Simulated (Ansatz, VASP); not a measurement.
PbS: VASP beside Ansatz

```
CELL_PARAMETERS angstrom
0.00000 2.98717 2.98717
2.98717 0.00000 2.98717
2.98717 2.98717 0.00000
ATOMIC_POSITIONS crystal
Pb 0.00000 0.00000 0.00000
S 0.50000 0.50000 0.50000
```

Alike in both runs: functional r2SCAN; k mesh 8 × 8 × 8; no spin polarisation.

Ansatz relaxed the structure, and its values are those at the end. VASP's run is a single point on that final structure, the one shown.

|  | VASP | Ansatz |
| --- | --- | --- |
| version | VASP 6.6.1 | Ansatz 0.2.0 |
| potentials or method | VASP PAW PBE potentials, release 64 (Pb_d, S), cutoff 520 eV | scalar-relativistic, plane waves, PAW |
| occupations | gaussian, width 0.01 eV | fixed |
| valence electrons in the cell | 20 | 20 |

```csv
,VASP,Ansatz,Ansatz less VASP
gap on the k mesh at the Fermi level (eV),0.70,0.69,-0.010
least direct gap on the mesh (eV),0.70,0.69,-0.010
pressure (GPa),0.0,0.0,+0.02
```

VASP's potentials were made for PBE, not for r2SCAN.

Spin-orbit coupling is off throughout.
